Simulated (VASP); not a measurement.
# SnO2 (Pa-3) in VASP: further runs

The runs below take SnO2 through single point, relaxation of cell and atoms, with PBE, r2SCAN.

Program: VASP 6.6.1. These are calculated values, not measurements. Logs are shortened: lines on timing, memory, paths and dates and some standing lists are left out, and cuts for length are marked.

## Step 1: The cell of the first run

Symmetry: Pa-3, No. 205, cubic system. The conventional cell has a = 5.175 Å, b = 5.175 Å, c = 5.175 Å, α = 90.00°, β = 90.00°, γ = 90.00°. Within 2.8 Å of Sn (site symmetry -3) lie 6 O at 2.11 Å. Within 2.8 Å of O (site symmetry 3) lie 3 Sn at 2.11 Å and 6 O at 2.75 Å.

## Step 2: Single point, PBE

Contents of INCAR:

```
SYSTEM = SnO2
PREC = Accurate
ENCUT = 520
EDIFF = 1E-6
ISMEAR = -1
SIGMA = 0.05
LREAL = .False.
LASPH = .True.
NELM = 60
ALGO = Normal
ISIF = 2
LWAVE = .False.
LCHARG = .False.
GGA = PE
NBANDS = 64
```

Contents of KPOINTS:

```
Automatic mesh
0
Gamma
  5 5 5
  0 0 0
```

Contents of POSCAR:

```
SnO2
1.0
    5.1752560000      0.0000000000      0.0000000000
    0.0000000000      5.1752560000      0.0000000000
    0.0000000000      0.0000000000      5.1752560000
Sn O
4 8
Direct
    0.0000000000      0.0000000000      0.0000000000
    0.5000000000      0.0000000000      0.5000000000
    0.5000000000      0.5000000000      0.0000000000
    0.0000000000      0.5000000000      0.5000000000
    0.6610980000      0.8389020000      0.1610980000
    0.8389020000      0.1610980000      0.6610980000
    0.1610980000      0.6610980000      0.8389020000
    0.3389020000      0.3389020000      0.3389020000
    0.6610980000      0.6610980000      0.6610980000
    0.8389020000      0.3389020000      0.1610980000
    0.1610980000      0.8389020000      0.3389020000
    0.3389020000      0.1610980000      0.8389020000
```

Potentials or basis: VASP PAW PBE potentials, release 64 (Sn_d, O).

Run with:

```sh
cat potpaw_PBE.64/Sn_d/POTCAR potpaw_PBE.64/O/POTCAR > POTCAR
mpirun -np 1 vasp_std > vasp.out
```

OUTCAR:

```text
SYSTEM = SnO2
   PREC = Accurate
   ENCUT = 520
   EDIFF = 1E-6
   ISMEAR = -1
   LREAL = .False.
   LASPH = .True.
   NELM = 60
   ISIF = 2
   GGA = PE

 ion  position               nearest neighbor table
   1  0.000  0.000  0.000-   5 2.11   6 2.11   7 2.11  10 2.11  11 2.11  12 2.11   2 3.66   3 3.66
                             4 3.66   2 3.66   4 3.66   3 3.66   4 3.66   4 3.66   2 3.66   3 3.66
   2  0.500  0.000  0.500-   5 2.11   6 2.11   8 2.11   9 2.11  11 2.11  12 2.11   1 3.66   3 3.66
                             4 3.66   1 3.66   3 3.66   3 3.66   4 3.66   3 3.66   1 3.66   4 3.66
   3  0.500  0.500  0.000-   5 2.11   7 2.11   8 2.11   9 2.11  10 2.11  12 2.11   1 3.66   2 3.66
                             4 3.66   2 3.66   4 3.66   1 3.66   2 3.66   2 3.66   1 3.66   4 3.66
   4  0.000  0.500  0.500-   6 2.11   7 2.11   8 2.11   9 2.11  10 2.11  11 2.11   1 3.66   2 3.66
                             3 3.66   1 3.66   3 3.66   1 3.66   2 3.66   1 3.66   2 3.66   3 3.66
   5  0.661  0.839  0.161-   1 2.11   2 2.11   3 2.11
   6  0.839  0.161  0.661-   1 2.11   2 2.11   4 2.11
   7  0.161  0.661  0.839-   1 2.11   3 2.11   4 2.11
   8  0.339  0.339  0.339-   2 2.11   3 2.11   4 2.11
   9  0.661  0.661  0.661-   2 2.11   3 2.11   4 2.11
  10  0.839  0.339  0.161-   1 2.11   3 2.11   4 2.11
  11  0.161  0.839  0.339-   1 2.11   2 2.11   4 2.11
  12  0.339  0.161  0.839-   1 2.11   2 2.11   3 2.11

  LATTYP: Found a simple cubic cell.
 ALAT       =     5.1752560000

  Lattice vectors:

 A1 = (   5.1752560000,   0.0000000000,   0.0000000000)
 A2 = (   0.0000000000,   5.1752560000,   0.0000000000)
 A3 = (   0.0000000000,   0.0000000000,   5.1752560000)

Analysis of symmetry for initial positions (statically):
=====================================================================
 Subroutine PRICEL returns:
 Original cell was already a primitive cell.

 Routine SETGRP: Setting up the symmetry group for a
 simple cubic supercell.

 Subroutine GETGRP returns: Found 24 space group operations
 (whereof  6 operations were pure point group operations)
 out of a pool of 48 trial point group operations.

The static configuration has the point symmetry S_6 .
 The point group associated with its full space group is T_h .

Analysis of symmetry for dynamics (positions and initial velocities):
=====================================================================
 Subroutine PRICEL returns:
 Original cell was already a primitive cell.

 Routine SETGRP: Setting up the symmetry group for a
 simple cubic supercell.

 Subroutine GETGRP returns: Found 24 space group operations
 (whereof  6 operations were pure point group operations)
 out of a pool of 48 trial point group operations.

The dynamic configuration has the point symmetry S_6 .
 The point group associated with its full space group is T_h .

 Subroutine INISYM returns: Found 24 space group operations
 (whereof  6 operations are pure point group operations),
 and found     1 'primitive' translations

----------------------------------------------------------------------------------------

                                     Primitive cell

  volume of cell :     138.6103

  direct lattice vectors                    reciprocal lattice vectors
     5.175256000  0.000000000  0.000000000     0.193227156  0.000000000  0.000000000
     0.000000000  5.175256000  0.000000000     0.000000000  0.193227156  0.000000000
     0.000000000  0.000000000  5.175256000     0.000000000  0.000000000  0.193227156

  length of vectors
     5.175256000  5.175256000  5.175256000     0.193227156  0.193227156  0.193227156

  position of ions in fractional coordinates (direct lattice)
     0.000000000  0.000000000  0.000000000
     0.500000000  0.000000000  0.500000000
     0.500000000  0.500000000  0.000000000
     0.000000000  0.500000000  0.500000000
     0.661098000  0.838902000  0.161098000
     0.838902000  0.161098000  0.661098000
     0.161098000  0.661098000  0.838902000
     0.338902000  0.338902000  0.338902000
     0.661098000  0.661098000  0.661098000
     0.838902000  0.338902000  0.161098000
     0.161098000  0.838902000  0.338902000
     0.338902000  0.161098000  0.838902000

  ion indices of the primitive-cell ions
   primitive index   ion index
                 1           1
                 2           2
                 3           3
                 4           4
                 5           5
                 6           6
                 7           7
                 8           8
                 9           9
                10          10
                11          11
                12          12

----------------------------------------------------------------------------------------

 KPOINTS: Automatic mesh

Automatic generation of k-mesh.
 Grid dimensions read from file:
 generate k-points for:    5    5    5

 Generating k-lattice:

  Cartesian coordinates                     Fractional coordinates (reciprocal lattice)
     0.038645431  0.000000000  0.000000000     0.200000000  0.000000000  0.000000000
     0.000000000  0.038645431  0.000000000     0.000000000  0.200000000  0.000000000
     0.000000000  0.000000000  0.038645431     0.000000000  0.000000000  0.200000000

  Length of vectors
     0.038645431  0.038645431  0.038645431

  Shift w.r.t. Gamma in fractional coordinates (k-lattice)
     0.000000000  0.000000000  0.000000000

 Subroutine IBZKPT returns following result:
 ===========================================

 Found     11 irreducible k-points:

 Following reciprocal coordinates:
            Coordinates               Weight
  0.000000  0.000000  0.000000      1.000000
  0.200000  0.000000  0.000000      6.000000
  0.400000  0.000000  0.000000      6.000000
  0.200000  0.200000  0.000000     12.000000
  0.400000  0.200000  0.000000     12.000000
 -0.200000  0.400000  0.000000     12.000000
  0.400000  0.400000  0.000000     12.000000
  0.200000  0.200000  0.200000      8.000000
  0.400000  0.200000  0.200000     24.000000
  0.400000  0.400000  0.200000     24.000000
  0.400000  0.400000  0.400000      8.000000
   k-points           NKPTS =     11   k-points in BZ     NKDIM =     11   number of bands    NBANDS=     64
   number of dos      NEDOS =    301   number of ions     NIONS =     12
   total plane-waves  NPLWV =  64000
   dimension x,y,z NGX =    40 NGY =   40 NGZ =   40
   dimension x,y,z NGXF=    80 NGYF=   80 NGZF=   80
   ions per type =               4   8
   NGX,Y,Z   is equivalent  to a cutoff of  12.85, 12.85, 12.85 a.u.
   NGXF,Y,Z  is equivalent  to a cutoff of  25.70, 25.70, 25.70 a.u.
 SYSTEM =  SnO2
   PREC   = accura    normal or accurate (medium, high low for compatibility)
   ISTART =      0    job   : 0-new  1-cont  2-samecut
   ICHARG =      2    charge: 1-file 2-atom 10-const
   ISPIN  =      1    spin polarized calculation?
   LNONCOLLINEAR =      F non collinear calculations
   LSORBIT =      F    spin-orbit coupling
   LASPH  =      T    aspherical Exc in radial PAW
   ENCUT  =  520.0 eV  38.22 Ry    6.18 a.u.   9.62  9.62  9.62*2*pi/ulx,y,z
   NELM   =     60;   NELMIN=  2; NELMDL= -5     # of ELM steps
   EDIFF  = 0.1E-05   stopping-criterion for ELM
   LREAL  =      F    real-space projection
   EDIFFG = 0.1E-04   stopping-criterion for IOM
   NSW    =      0    number of steps for IOM
   IBRION =     -1    ionic relax: 0-MD 1-quasi-New 2-CG
   NFREE  =      0    steps in history (QN), initial steepest desc. (CG)
   ISIF   =      2    stress and relaxation
   ISYM   =      2    0-nonsym 1-usesym 2-fastsym
   POTIM  = 0.5000    time-step for ionic-motion
   TEBEG  =    0.0;   TEEND  =   0.0 temperature during run
   PSTRESS=    0.0 pullay stress
   NELECT =     104.0000    total number of electrons
   NUPDOWN=      -1.0000    fix difference up-down
   EMIN   =  10.00;   EMAX   =-10.00  energy-range for DOS
   EFERMI =   0.00;   METHOD = LEGACY
   ISMEAR =    -1;   SIGMA  =   0.05  broadening in eV -4-tet -1-fermi 0-gaus
   EFERMI_NEDOS =   21; number of points for ismear=-14 and -15
   IALGO  =     38    algorithm
   IMIX   =      4    mixing-type and parameters
     AMIX     =   0.40;   BMIX     =  1.00
     AMIX_MAG =   1.60;   BMIX_MAG =  1.00
  volume/ion in A,a.u.               =      11.55        77.95
  Fermi-wavevector in a.u.,A,eV,Ry     =   1.487604  2.811165 30.109240  2.212967
  Thomas-Fermi vector in A             =   2.600744
   LORBIT       =      0    0 simple, 1 ext, 2 COOP (PROOUT), +10 PAW based schemes
   GGA     = PE    functional components
   LHFCALC =     F    Hartree Fock is set to
   AEXX    =    0.0000 exact exchange contribution
   IVDW    =     0    specifies the selected vdW correction
   LEPSILON=     F    determine dielectric tensor
   LRPA    =     F    only Hartree local field effects (RPA)
 non-spin polarized calculation
  energy-cutoff  :      520.00
  volume of cell :      138.61
 maximum number of plane-waves:      3759
 NGX is ok and might be reduce to    40
   NGX = 19   NGY = 19   NGZ = 19

 number of electron     103.9999973 magnetization

 Free energy of the ion-electron system (eV)
  ---------------------------------------------------
  ext. energy  EPLUGINS =         0.00000000
  ---------------------------------------------------
  free energy    TOTEN  =       -73.41628541 eV

  energy without entropy =      -73.41600747  energy(sigma->0) =      -73.41614644

 E-fermi :   6.9248     XC(G=0): -11.6228

 val. band max:        6.5465177053   @ k =   0.4000   0.0000   0.0000
 cond. band min:       7.1089158545   @ k =   0.0000   0.0000   0.0000
 fundamental gap:      0.5623981492
 Fermi energy:         6.9248389856

 k-point     1 :       0.0000    0.0000    0.0000
  band No.  band energies     occupation
      1     -14.2512      2.00000
      2     -14.2512      2.00000
      3     -14.2512      2.00000
      4     -13.5778      2.00000
      5     -13.5778      2.00000
      6     -13.5778      2.00000
[... 726 lines left out ...]
     63      17.2528      0.00000
     64      17.7416      0.00000

------------------------ aborting loop because EDIFF is reached ----------------------------------------

  FORCE on cell =-STRESS in cart. coord.  units (eV):
  Direction    XX          YY          ZZ          XY          YZ          ZX
  --------------------------------------------------------------------------------------
  -------------------------------------------------------------------------------------
  Total       -0.0102523     -0.0102523     -0.0102523      0.0000000      0.0000000      0.0000000
  in kB       -0.1185049     -0.1185049     -0.1185049      0.0000000      0.0000000      0.0000000
  external PRESSURE =      -0.1185049 kB  Pullay stress =       0.0000000 kB

 VOLUME and BASIS-vectors are now :
 -----------------------------------------------------------------------------
  energy-cutoff  :      520.00
  volume of cell :      138.61
      direct lattice vectors                 reciprocal lattice vectors
     5.175256000  0.000000000  0.000000000     0.193227156  0.000000000  0.000000000
     0.000000000  5.175256000  0.000000000     0.000000000  0.193227156  0.000000000
     0.000000000  0.000000000  5.175256000     0.000000000  0.000000000  0.193227156

 POSITION                                       TOTAL-FORCE (eV/Angst)
 -----------------------------------------------------------------------------------
      0.00000      0.00000      0.00000        -0.000000      0.000000      0.000000
      2.58763      0.00000      2.58763        -0.000000      0.000000      0.000000
      2.58763      2.58763      0.00000        -0.000000      0.000000      0.000000
      0.00000      2.58763      2.58763        -0.000000      0.000000      0.000000
      3.42135      4.34153      0.83372        -0.002487      0.002487     -0.002487
      4.34153      0.83372      3.42135         0.002487     -0.002487     -0.002487
      0.83372      3.42135      4.34153        -0.002487     -0.002487      0.002487
      1.75390      1.75390      1.75390         0.002487      0.002487      0.002487
      3.42135      3.42135      3.42135        -0.002487     -0.002487     -0.002487
      4.34153      1.75390      0.83372         0.002487      0.002487     -0.002487
      0.83372      4.34153      1.75390        -0.002487      0.002487      0.002487
      1.75390      0.83372      4.34153         0.002487     -0.002487      0.002487
 -----------------------------------------------------------------------------------
    total drift:                                0.000000      0.000000     -0.000000

  FREE ENERGIE OF THE ION-ELECTRON SYSTEM (eV)
  ---------------------------------------------------
  free  energy   TOTEN  =       -73.4162854134 eV

  energy  without entropy=      -73.4160074680  energy(sigma->0) =      -73.41614644
```

Run time: 71 s. Hardware: 1 thread of Intel Xeon Platinum 8488C (Sapphire Rapids), shared host; peak memory 0.26 GiB.

Results:

| Item | Value |
| --- | --- |
| Free energy | -73.4163 eV |
| Pressure | 0.0 GPa |
| Largest force | 0.004 eV/Å |
| Band gap on the k mesh | 0.56 eV, indirect (least direct gap 0.62 eV) |

Forces in eV/Å, atoms in the order of the input:
```
Sn   0.000  0.000  0.000
Sn   0.000  0.000  0.000
Sn   0.000  0.000  0.000
Sn   0.000  0.000  0.000
O   -0.002  0.002 -0.002
O    0.002 -0.002 -0.002
O   -0.002 -0.002  0.002
O    0.002  0.002  0.002
O   -0.002 -0.002 -0.002
O    0.002  0.002 -0.002
O   -0.002  0.002  0.002
O    0.002 -0.002  0.002
```

Caveat: spin-orbit coupling is left out, which moves the levels of the heavy elements.

## Step 3: Relaxation of cell and atoms, r2SCAN

POSCAR is that of step 2.

Contents of INCAR.step1:

```
SYSTEM = SnO2
ALGO     = Normal         ! electronic algorithm
EDIFF    = 1E-4           ! SCF threshold, eV
ENCUT    = 600            ! plane-wave cutoff, eV
GGA      = PE             ! functional
ISMEAR   = -1             ! smearing method
LASPH    = .True.         ! aspherical terms in the spheres
LCHARG   = .False.        ! write CHGCAR
LREAL    = .False.        ! projectors in reciprocal space
LUSENCCL = .False.      
LWAVE    = .True.         ! write WAVECAR
NELM     = 100            ! most SCF steps
PREC     = Accurate       ! precision mode
SIGMA    = 0.05           ! smearing width, eV
```

Contents of INCAR.step2:

```
SYSTEM = SnO2
ALGO     = Normal         ! electronic algorithm
EDIFF    = 1E-6           ! SCF threshold, eV
EDIFFG   = -0.01          ! ionic threshold
ENCUT    = 600            ! plane-wave cutoff, eV
IBRION   = 2              ! ionic algorithm
ISIF     = 3              ! what is computed and relaxed
ISMEAR   = -1             ! smearing method
ISTART   = 1            
LASPH    = .True.         ! aspherical terms in the spheres
LCHARG   = .False.        ! write CHGCAR
LMIXTAU  = .True.       
LREAL    = .False.        ! projectors in reciprocal space
LUSENCCL = .False.      
LWAVE    = .False.        ! write WAVECAR
METAGGA  = R2SCAN         ! meta-GGA
NELM     = 100            ! most SCF steps
NSW      = 60             ! ionic steps
PREC     = Accurate       ! precision mode
SIGMA    = 0.05           ! smearing width, eV
```

Contents of KPOINTS:

```
k-points
0
Gamma
  5 5 5
  0 0 0
```

Potentials or basis: VASP PAW PBE potentials, release 64 (Sn_d, O).

Run with:

```sh
cat potpaw_PBE.64/Sn_d/POTCAR potpaw_PBE.64/O/POTCAR > POTCAR
cp INCAR.step1 INCAR
mpirun -np 1 vasp_std > vasp.out
cp INCAR.step2 INCAR
mpirun -np 1 vasp_std > vasp.out
```

Wall time 8.6 min (1 × NVIDIA H100 80GB with 1 thread of AMD EPYC 7R13 (Zen 3), shared host); peak memory 1.3 GiB.

Results (log left out):

| Quantity | Value |
| --- | --- |
| Free energy | -168.1397 eV |
| Relaxed volume | 11.10 Å³/atom |
| Relaxed cell | a = 5.107 Å, b = 5.107 Å, c = 5.107 Å, α = 90.00°, β = 90.00°, γ = 90.00° |
| Space group after relaxing (to 0.05 Å) | Pa-3 (No. 205) |
| Energy gained by relaxing | 11.9 meV/atom |
| Ionic steps | 8 |
| Pressure after relaxing | 0.1 GPa |
| Largest force after relaxing | 0.004 eV/Å |
| Band gap on the k mesh | 1.59 eV, indirect (least direct gap 1.66 eV) |

Forces in eV/Å, atoms in the order of the input:
```
Sn   0.000  0.000  0.000
Sn   0.000  0.000  0.000
Sn   0.000  0.000  0.000
Sn   0.000  0.000  0.000
O    0.002 -0.002  0.002
O   -0.002  0.002  0.002
O    0.002  0.002 -0.002
O   -0.002 -0.002 -0.002
O    0.002  0.002  0.002
O   -0.002 -0.002  0.002
O    0.002 -0.002 -0.002
O   -0.002  0.002 -0.002
```

Step by step:
```csv
step,energy change (eV),largest force (eV/Å),pressure (GPa),volume (Å³)
1,0.0000,0.0116,-8.25,138.61
2,0.0927,0.0887,12.54,127.02
3,-0.1420,0.0290,-0.09,133.36
4,-0.1420,0.0299,0.05,133.25
5,-0.1423,0.0259,0.06,133.24
6,-0.1429,0.0132,0.06,133.22
7,-0.1426,0.0126,0.07,133.17
8,-0.1430,0.0037,0.05,133.19
```

Final structure:
```xyz
12
Lattice="5.1070 0.0000 0.0000 0.0000 5.1070 0.0000 0.0000 0.0000 5.1070" Properties=species:S:1:pos:R:3 pbc="T T T"
Sn    0.0000    0.0000    0.0000
Sn    2.5535    0.0000    2.5535
Sn    2.5535    2.5535    0.0000
Sn    0.0000    2.5535    2.5535
O     3.3712    4.2893    0.8177
O     4.2893    0.8177    3.3712
O     0.8177    3.3712    4.2893
O     1.7358    1.7358    1.7358
O     3.3712    3.3712    3.3712
O     4.2893    1.7358    0.8177
O     0.8177    4.2893    1.7358
O     1.7358    0.8177    4.2893
```

Levels at points of the mesh, in eV from the valence-band top:
```tsv
k point	band 50	band 51	band 52	band 53	band 54	band 55
(0.00, 0.00, 0.00)	-0.07	-0.07	-0.07	1.59	6.94	6.94
```

Caveat: the PAW data sets were made with another functional, which shifts forces and pressure a little; spin-orbit coupling is left out, which moves the levels of the heavy elements. A k mesh can miss the band edges.
